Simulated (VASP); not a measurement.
# SiC (R3m) in VASP: a series of runs

SiC is run at these levels: PBE; tasks: single point.

Program: VASP 6.6.1. These are calculated values, not measurements. Logs are shortened: lines on timing, memory, paths and dates and some standing lists are left out, and cuts for length are marked.

## Step 1: The cell of the first run

The structure is trigonal, space group R3m (No. 160). Conventional cell: a = 3.263 Å, b = 3.263 Å, c = 7.378 Å, α = 90.00°, β = 90.00°, γ = 120.00°. Within 2.4 Å of Si (site symmetry 3m) lie 4 C at 1.84 to 1.98 Å. Within 2.4 Å of C (site symmetry 3m) lie 4 Si at 1.84 to 1.98 Å.

## Step 2: Single point, PBE

INCAR reads:

```
ALGO = Normal
EDIFF = 1E-7
ENCUT = 520
GGA = PE
ISIF = 2
ISMEAR = 0
LASPH = T
LCHARG = F
LREAL = F
LWAVE = F
NBANDS = 11
NELM = 80
PREC = Accurate
SIGMA = 0.05
```

KPOINTS reads:

```
k-points
0
Gamma
  12 12 12
```

POSCAR reads:

```
SiC
1.0
    0.0000000000      2.3075434277      2.3075434277
    2.3075434277      0.0000000000      2.3075434277
    2.1890895317      2.1890895317      0.1184538960
Si C
1 1
Direct
    0.0000000000      0.0000000000      0.0000000000
    0.7500000000      0.7500000000      0.7500000000
```

Potentials or basis: VASP PAW PBE potentials, release 64 (Si, C).

Launch:

```sh
> cat potpaw_PBE.64/Si/POTCAR potpaw_PBE.64/C/POTCAR > POTCAR
> mpirun -np 1 vasp_std > vasp.out
```

OUTCAR:

```text
EDIFF = 1E-7
   ENCUT = 520
   GGA = PE
   ISIF = 2
   ISMEAR = 0
   LASPH = T
   LREAL = F
   NELM = 80
   PREC = Accurate

 ion  position               nearest neighbor table
   1  0.000  0.000  0.000-   2 1.84   2 1.98   2 1.98   2 1.98
   2  0.750  0.750  0.750-   1 1.84   1 1.98   1 1.98   1 1.98

  LATTYP: Found a trigonal (rhomboedric) cell.
 ALAT       =     3.0981054341
 COS(alpha) =     0.4452371389

  Lattice vectors:

 A1 = (   2.1890895317,  -0.1184538960,  -2.1890895317)
 A2 = (  -0.1184538960,   2.1890895317,  -2.1890895317)
 A3 = (   2.1890895317,   2.1890895317,   0.1184538960)

Analysis of symmetry for initial positions (statically):
=====================================================================
 Subroutine PRICEL returns:
 Original cell was already a primitive cell.

 Routine SETGRP: Setting up the symmetry group for a
 trigonal (rhombohedral) supercell.

 Subroutine GETGRP returns: Found  6 space group operations
 (whereof  6 operations were pure point group operations)
 out of a pool of 12 trial point group operations.

The static configuration has the point symmetry C_3v.

Analysis of symmetry for dynamics (positions and initial velocities):
=====================================================================
 Subroutine PRICEL returns:
 Original cell was already a primitive cell.

 Routine SETGRP: Setting up the symmetry group for a
 trigonal (rhombohedral) supercell.

 Subroutine GETGRP returns: Found  6 space group operations
 (whereof  6 operations were pure point group operations)
 out of a pool of 12 trial point group operations.

The dynamic configuration has the point symmetry C_3v.

 Subroutine INISYM returns: Found  6 space group operations
 (whereof  6 operations are pure point group operations),
 and found     1 'primitive' translations

----------------------------------------------------------------------------------------

                                     Primitive cell

  volume of cell :      22.6820

  direct lattice vectors                    reciprocal lattice vectors
     0.000000000  2.307543428  2.307543428    -0.222706074  0.210655218  0.222706074
     2.307543428  0.000000000  2.307543428     0.210655218 -0.222706074  0.222706074
     2.189089532  2.189089532  0.118453896     0.234756929  0.234756929 -0.234756929

  length of vectors
     3.263359211  3.263359211  3.098105434     0.378908447  0.378908447  0.406610929

  position of ions in fractional coordinates (direct lattice)
     0.000000000  0.000000000  0.000000000
     0.750000000  0.750000000  0.750000000

  ion indices of the primitive-cell ions
   primitive index   ion index
                 1           1
                 2           2

----------------------------------------------------------------------------------------

 KPOINTS: k-points

Automatic generation of k-mesh.
 Grid dimensions read from file:
 generate k-points for:   12   12   12

 Generating k-lattice:

  Cartesian coordinates                     Fractional coordinates (reciprocal lattice)
    -0.018558839  0.017554601  0.018558839     0.083333333  0.000000000  0.000000000
     0.017554601 -0.018558839  0.018558839     0.000000000  0.083333333  0.000000000
     0.019563077  0.019563077 -0.019563077     0.000000000  0.000000000  0.083333333

  Length of vectors
     0.031575704  0.031575704  0.033884244

  Shift w.r.t. Gamma in fractional coordinates (k-lattice)
     0.000000000  0.000000000  0.000000000

 Subroutine IBZKPT returns following result:
 ===========================================

 Found    189 irreducible k-points:

 Following reciprocal coordinates:
            Coordinates               Weight
  0.000000  0.000000  0.000000      1.000000
  0.083333  0.000000  0.000000      6.000000
  0.166667  0.000000 -0.000000      6.000000
  0.250000  0.000000 -0.000000      6.000000
  0.333333  0.000000 -0.000000      6.000000
  0.416667  0.000000  0.000000      6.000000
[... 16 lines left out ...]
  0.500000  0.166667  0.000000     12.000000
 -0.416667  0.166667  0.000000     12.000000
 [... further k-points ...]
   k-points           NKPTS =    189   k-points in BZ     NKDIM =    189   number of bands    NBANDS=     11
   number of dos      NEDOS =    301   number of ions     NIONS =      2
   total plane-waves  NPLWV =  13824
   dimension x,y,z NGX =    24 NGY =   24 NGZ =   24
   dimension x,y,z NGXF=    48 NGYF=   48 NGZF=   48
   ions per type =               1   1
   NGX,Y,Z   is equivalent  to a cutoff of  12.23, 12.23, 12.88 a.u.
   NGXF,Y,Z  is equivalent  to a cutoff of  24.45, 24.45, 25.76 a.u.
 SYSTEM =  unknown system
   PREC   = accura    normal or accurate (medium, high low for compatibility)
   ISTART =      0    job   : 0-new  1-cont  2-samecut
   ICHARG =      2    charge: 1-file 2-atom 10-const
   ISPIN  =      1    spin polarized calculation?
   LNONCOLLINEAR =      F non collinear calculations
   LSORBIT =      F    spin-orbit coupling
   LASPH  =      T    aspherical Exc in radial PAW
   ENCUT  =  520.0 eV  38.22 Ry    6.18 a.u.   6.07  6.07  5.76*2*pi/ulx,y,z
   NELM   =     80;   NELMIN=  2; NELMDL= -5     # of ELM steps
   EDIFF  = 0.1E-06   stopping-criterion for ELM
   LREAL  =      F    real-space projection
   EDIFFG = 0.1E-05   stopping-criterion for IOM
   NSW    =      0    number of steps for IOM
   IBRION =     -1    ionic relax: 0-MD 1-quasi-New 2-CG
   NFREE  =      0    steps in history (QN), initial steepest desc. (CG)
   ISIF   =      2    stress and relaxation
   ISYM   =      2    0-nonsym 1-usesym 2-fastsym
   POTIM  = 0.5000    time-step for ionic-motion
   TEBEG  =    0.0;   TEEND  =   0.0 temperature during run
   PSTRESS=    0.0 pullay stress
   NELECT =       8.0000    total number of electrons
   NUPDOWN=      -1.0000    fix difference up-down
   EMIN   =  10.00;   EMAX   =-10.00  energy-range for DOS
   EFERMI =   0.00;   METHOD = LEGACY
   ISMEAR =     0;   SIGMA  =   0.05  broadening in eV -4-tet -1-fermi 0-gaus
   EFERMI_NEDOS =   21; number of points for ismear=-14 and -15
   IALGO  =     38    algorithm
   IMIX   =      4    mixing-type and parameters
     AMIX     =   0.40;   BMIX     =  1.00
     AMIX_MAG =   1.60;   BMIX_MAG =  1.00
  volume/ion in A,a.u.               =      11.34        76.53
  Fermi-wavevector in a.u.,A,eV,Ry     =   1.156674  2.185797 18.203169  1.337895
  Thomas-Fermi vector in A             =   2.293292
   LORBIT       =      0    0 simple, 1 ext, 2 COOP (PROOUT), +10 PAW based schemes
   GGA     = PE    functional components
   LHFCALC =     F    Hartree Fock is set to
   AEXX    =    0.0000 exact exchange contribution
   IVDW    =     0    specifies the selected vdW correction
   LEPSILON=     F    determine dielectric tensor
   LRPA    =     F    only Hartree local field effects (RPA)
 non-spin polarized calculation
 Gauss-broadening in eV      SIGMA  =   0.05
  energy-cutoff  :      520.00
  volume of cell :       22.68
 maximum number of plane-waves:       627
   NGX = 13   NGY = 13   NGZ = 11

 number of electron       7.9999999 magnetization

 Free energy of the ion-electron system (eV)
  ---------------------------------------------------
  ext. energy  EPLUGINS =         0.00000000
  ---------------------------------------------------
  free energy    TOTEN  =       -14.84794712 eV

  energy without entropy =      -14.84794712  energy(sigma->0) =      -14.84794712

 E-fermi :   7.5355     XC(G=0): -10.9574

 val. band max:        7.2737425739   @ k =   0.0000   0.0000   0.0000
 cond. band min:       8.4379004655   @ k =   0.5000   0.5000  -0.0000
 fundamental gap:      1.1641578915
 Fermi energy:         7.5355289687

 k-point     1 :       0.0000    0.0000    0.0000
  band No.  band energies     occupation
      1      -7.6115      2.00000
      2       7.0040      2.00000
      3       7.0040      2.00000
      4       7.2737      2.00000
      5      11.7144      0.00000
      6      13.2749      0.00000
      7      13.2749      0.00000
      8      15.5953      0.00000
      9      21.1571      0.00000
     10      21.1571      0.00000
     11      22.2524      0.00000

 k-point     2 :       0.0833    0.0000    0.0000
  band No.  band energies     occupation
      1      -7.4907      2.00000
      2       6.2450      2.00000
      3       6.9334      2.00000
      4       7.1692      2.00000
      5      12.1065      0.00000
      6      13.4308      0.00000
      7      13.4865      0.00000
      8      15.6365      0.00000
      9      20.3743      0.00000
     10      20.6863      0.00000
     11      22.6792      0.00000

 k-point     3 :       0.1667    0.0000   -0.0000
  band No.  band energies     occupation
      1      -7.1326      2.00000
      2       4.6157      2.00000
      3       6.7593      2.00000
      4       6.9416      2.00000
      5      12.4344      0.00000
      6      13.7740      0.00000
      7      14.1623      0.00000
      8      15.8213      0.00000
      9      19.4864      0.00000
     10      20.2299      0.00000
     11      22.2569      0.00000

 k-point     4 :       0.2500    0.0000   -0.0000
  band No.  band energies     occupation
      1      -6.5534      2.00000
      2       2.7979      2.00000
      3       6.5564      2.00000
      4       6.6745      2.00000
      5      12.3620      0.00000
      6      13.9954      0.00000
      7      14.8211      0.00000
      8      16.1114      0.00000
      9      19.3290      0.00000
     10      20.4794      0.00000
     11      21.7817      0.00000
[... 239 lines left out ...]
 k-point    22 :       0.4167    0.1667    0.0000
  band No.  band energies     occupation
      1      -5.0686      2.00000
      2       0.7352      2.00000
      3       4.9637      2.00000
      4       5.6449      2.00000
      5      11.9371      0.00000
      6      14.0766      0.00000
      7      15.4189      0.00000
      8      16.2683      0.00000
      9      19.7316      0.00000
     10      23.4482      0.00000
     11      24.4357      0.00000

 k-point    23 :       0.5000    0.1667    0.0000
  band No.  band energies     occupation
      1      -4.3622      2.00000
      2      -0.3727      2.00000
      3       4.5304      2.00000
      4       5.6994      2.00000
      5      12.0253      0.00000
      6      14.1691      0.00000
      7      15.8466      0.00000
      8      16.5043      0.00000
      9      20.1063      0.00000
     10      23.5852      0.00000
     11      24.4875      0.00000

 k-point    24 :      -0.4167    0.1667    0.0000
  band No.  band energies     occupation
      1      -4.2767      2.00000
      2      -0.4872      2.00000
      3       4.2037      2.00000
      4       5.8881      2.00000
      5      12.2806      0.00000
      6      14.1265      0.00000
      7      15.7096      0.00000
      8      17.2143      0.00000
      9      20.3593      0.00000
     10      22.3595      0.00000
     11      24.2492      0.00000

 [... further k-points ...]
[... 5 lines left out ...]
  --------------------------------------------------------------------------------------
  -------------------------------------------------------------------------------------
  Total       -1.7450115     -1.7450115     -1.7450115      1.7155718     -1.7155718     -1.7155718
  in kB     -123.2615205   -123.2615205   -123.2615205    121.1820033   -121.1820033   -121.1820033
  external PRESSURE =    -123.2615205 kB  Pullay stress =       0.0000000 kB

 VOLUME and BASIS-vectors are now :
 -----------------------------------------------------------------------------
  energy-cutoff  :      520.00
  volume of cell :       22.68
      direct lattice vectors                 reciprocal lattice vectors
     0.000000000  2.307543428  2.307543428    -0.222706074  0.210655218  0.222706074
     2.307543428  0.000000000  2.307543428     0.210655218 -0.222706074  0.222706074
     2.189089532  2.189089532  0.118453896     0.234756929  0.234756929 -0.234756929

 POSITION                                       TOTAL-FORCE (eV/Angst)
 -----------------------------------------------------------------------------------
      0.00000      0.00000      0.00000        -0.386756     -0.386756      0.386756
      3.37247      3.37247      3.55016         0.386756      0.386756     -0.386756
 -----------------------------------------------------------------------------------
    total drift:                               -0.000129     -0.000129      0.000129

  FREE ENERGIE OF THE ION-ELECTRON SYSTEM (eV)
  ---------------------------------------------------
  free  energy   TOTEN  =       -14.8479471163 eV

  energy  without entropy=      -14.8479471163  energy(sigma->0) =      -14.84794712
```

Wall time 26 s (1 thread of AMD EPYC 9R45 (Zen 5), shared host); peak memory 0.14 GiB.

Results:

```yaml
Free_energy: -14.8479 eV
Pressure: -12.3 GPa
Largest_force: 0.670 eV/Å
Band_gap_on_the_k_mesh: 1.16 eV, indirect (least direct gap 3.91 eV)
```

Forces on the atoms (eV/Å):
```
Si  -0.387 -0.387  0.387
C    0.387  0.387 -0.387
```

Levels at points of the mesh, in eV from the valence-band top:
| k point | band 1 | band 2 | band 3 | band 4 | band 5 | band 6 | band 7 | band 8 |
| --- | --- | --- | --- | --- | --- | --- | --- | --- |
| (0.00, 0.00, 0.00) | -14.89 | -0.27 | -0.27 | 0.00 | 4.44 | 6.00 | 6.00 | 8.32 |
| (0.50, 0.00, 0.00) | -11.84 | -8.24 | -1.04 | -1.04 | 4.70 | 6.38 | 7.49 | 9.55 |
| (0.50, 0.50, 0.00) | -10.31 | -7.66 | -3.55 | -2.75 | 1.16 | 4.01 | 12.21 | 12.75 |
| (0.00, 0.00, 0.50) | -11.06 | -8.09 | -1.61 | -1.61 | 3.43 | 6.11 | 6.11 | 9.03 |

A k mesh can miss the band edges. PBE gaps usually lie below the measured ones, often by a third to a half.

## Step 3: Single point, PBE

This run uses another cell than the first one, of the same volume but with other edges.

INCAR reads:

```
  PREC = Accurate
  ENCUT = 520
  EDIFF = 1E-7
  ISMEAR = 0
  SIGMA = 0.05
  LREAL = F
  LASPH = T
  NELM = 80
  ALGO = Normal
  ISIF = 2
  LWAVE = F
  LCHARG = F
  GGA = PE
  NBANDS = 11
```

KPOINTS reads:

```
Automatic mesh
0
Gamma
  12 12 12
```

POSCAR reads:

```
SiC
1.0
    0.0000000000      2.1874634822      2.1874634822
    2.1874634822      0.0000000000      2.1874634822
    2.3092322828      2.3092322828     -0.1217688005
Si C
1 1
Direct
    0.0000000000      0.0000000000      0.0000000000
    0.7500000000      0.7500000000      0.7500000000
```

Potentials or basis: VASP PAW PBE potentials, release 64 (Si, C).

Launch:

```sh
> cat potpaw_PBE.64/Si/POTCAR potpaw_PBE.64/C/POTCAR > POTCAR
> mpirun -np 1 vasp_std > vasp.out
```

Wall time 25 s (1 thread of AMD EPYC 9R45 (Zen 5), shared host); peak memory 0.14 GiB.

Results (log left out):

* Free energy: -14.8578 eV
* Pressure: -12.5 GPa
* Largest force: 0.111 eV/Å
* Band gap on the k mesh: 1.19 eV, indirect (least direct gap 3.88 eV)

Forces on the atoms (eV/Å):
```
Si   0.064  0.064 -0.064
C   -0.064 -0.064  0.064
```

Stress tensor (GPa, compression positive):
```
-12.49 -10.80  10.80
-10.80 -12.49  10.80
 10.80  10.80 -12.49
```

Levels at points of the mesh, in eV from the valence-band top:
```
           k point  band 1  band 2  band 3  band 4  band 5  band 6  band 7  band 8  band 9
(0.00, 0.00, 0.00)  -14.87   -0.46    0.00    0.00    3.88    6.69    7.14    7.14   13.90
(0.50, 0.00, 0.00)  -11.43   -8.17   -1.32   -1.26    3.99    6.11    7.09    9.33   14.44
(0.50, 0.50, 0.00)  -10.28   -7.65   -3.47   -2.78    1.19    4.01   12.21   12.68   14.07
(0.00, 0.00, 0.50)  -12.21   -8.25   -0.76   -0.76    5.57    7.31    7.31    9.56   14.86
```

(Continued in part 2 of 2.)
